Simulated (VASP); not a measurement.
Crystal: NaRh2.

```
CELL_PARAMETERS angstrom
-1.57438 1.57438 5.12260
1.57438 -1.57438 5.12260
1.57438 1.57438 -5.12260
ATOMIC_POSITIONS crystal
Na 0.00000 0.00000 0.00000
Rh 0.34000 0.34000 0.00000
Rh 0.66000 0.66000 0.00000
```

* Program: VASP 6.6.1
* Task: relaxation of cell and atoms
* Functional: PBE
* Potentials or basis: VASP PAW PBE potentials, release 64 (Na_pv, Rh_pv)
* Cutoff: 500 eV
* k mesh: 8 × 8 × 8
* Occupations: gaussian, width 0.1 eV
* Spin: no spin polarisation

At the start: pressure -8.4 GPa; volume 16.93 Å³/atom.

Question: How do energy, volume and symmetry change on relaxing?

Answer: Over 12 steps the energy falls by 345.4 meV/atom and the volume is 18.36 Å³/atom (+8.4 %); space group I4/mmm (No. 139, to 0.1 Å) before and after.

The path:
```tsv
step	energy change (eV)	largest force (eV/Å)	pressure (GPa)	volume (Å³)
1	0.0000	1.9845	-8.39	50.79
2	-0.4060	1.3448	6.87	44.54
3	-0.4059	1.3323	7.16	44.47
4	-0.7308	0.5822	9.10	45.81
5	-0.7998	0.2802	11.56	46.51
6	-0.9939	0.4325	-0.96	52.62
7	-0.9941	0.4592	-1.32	52.87
8	-1.0186	0.2561	-0.67	53.50
9	-1.0351	0.0940	0.69	54.56
10	-1.0351	0.0819	0.64	54.53
11	-1.0361	0.0128	-0.35	55.25
12	-1.0362	0.0292	-0.11	55.08
```

Final structure:
```cif
data_structure
_symmetry_space_group_name_H-M 'P 1'
_symmetry_Int_Tables_number 1
_cell_length_a 5.9873
_cell_length_b 5.9873
_cell_length_c 5.9873
_cell_angle_alpha 149.518
_cell_angle_beta 149.518
_cell_angle_gamma 43.649
_cell_volume 55.08
loop_
_atom_site_label
_atom_site_type_symbol
_atom_site_fract_x
_atom_site_fract_y
_atom_site_fract_z
_atom_site_occupancy
Na1 Na 0.00000 0.00000 0.00000 1
Rh1 Rh 0.30175 0.30175 0.00000 1
Rh2 Rh 0.69825 0.69825 0.00000 1
```
